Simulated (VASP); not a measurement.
**Cu3N: single point with PBE+U**

Crystal: Cu3N.

```
N Cu
1.0
     3.80214    0.00000    0.00000
     0.00000    3.80214    0.00000
     0.00000    0.00000    3.80214
N Cu
1 3
Direct
  0.00000 0.00000 0.00000
  0.50000 0.00000 0.00000
  0.00000 0.50000 0.00000
  0.00000 0.00000 0.50000
```

```yaml
Program: VASP 6.6.1
Task: single point
Functional: PBE
Potentials_or_basis: VASP PAW PBE potentials, release 64 (N, Cu)
Cutoff: 600 eV
k_mesh: 6 × 6 × 6
Occupations: fermi-dirac, width 0.1442 eV
Spin: non-collinear spin, typed start, spin-orbit coupling
Starting_moments: "[[0.0, 0.0, 0.0], [0.0, 0.0, 1.0], [0.0, 0.0, 1.0], [0.0, 0.0, 1.0]] μB"
Hubbard_terms: Cu d U = 1.67 eV
Dipole_correction: no
Further_INCAR_settings: ALGO = Normal; EDIFF = 1e-06; NBANDS = 52
```

```json
{
 "Pressure": "2.2 GPa",
 "Net moment": "0.00 μB per cell",
 "Valence electrons inside the program's atomic spheres": "N 3.71; Cu 10.08"
}
```

Moments on the atoms (μB; x, y, z):
```
N   0.00 0.00 0.00
Cu  0.00 0.00 0.00
Cu  0.00 0.00 0.00
Cu  0.00 0.00 0.00
```

It took 2.9 min on 1 thread of Intel(R) Xeon(R) 6975P-C (Granite Rapids) (shared host), peak memory 0.42 GiB.

The state reached can hang on the start; a lower one may exist.
